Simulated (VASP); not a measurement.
Set up this calculation in VASP 6.6.1, as the native input.

* Task: single point
* Functional: PBE
* Potentials or basis: VASP PAW PBE potentials, release 64 (Nb_sv)
* Cutoff: 520 eV
* k mesh: 11 × 11 × 11
* Occupations: gaussian, width 0.012 eV
* Spin: no spin polarisation
* Dipole correction: no
* Further INCAR settings: ALGO = Fast; EDIFF = 1e-06; NBANDS = 12

The structure of Nb lies in POSCAR:

```
Nb
1.0
    0.0000000000      2.1150000000      2.1150000000
    2.1150000000      0.0000000000      2.1150000000
    2.1150000000      2.1150000000      0.0000000000
Nb
1
Direct
    0.0000000000      0.0000000000      0.0000000000
```

These files were run (other wordings do the same):

INCAR

```
PREC     = Accurate       # precision mode
ENCUT    = 520            # plane-wave cutoff, eV
EDIFF    = 1E-6           # SCF threshold, eV
ISMEAR   = 0              # smearing method
SIGMA    = 0.012          # smearing width, eV
LREAL    = F              # projectors in reciprocal space
LASPH    = T              # aspherical terms in the spheres
NELM     = 60             # most SCF steps
ALGO     = Fast           # electronic algorithm
ISIF     = 2              # what is computed and relaxed
LWAVE    = F              # write WAVECAR
LCHARG   = F              # write CHGCAR
GGA      = PE             # functional
NBANDS   = 12             # bands
```

KPOINTS

```
regular mesh
0
Gamma
  11 11 11
```

Potentials or basis: VASP PAW PBE potentials, release 64 (Nb_sv).

The run is started by

```console
$ cat potpaw_PBE.64/Nb_sv/POTCAR > POTCAR
$ mpirun -np 1 vasp_std > vasp.out
```

Results of the run:

* Pressure: -2.3 GPa

Run time: 26 s on 1 thread of Intel(R) Xeon(R) Platinum 8259CL CPU @ 2.50GHz (Skylake/Cascade Lake), on a shared host, peak memory 0.14 GiB.
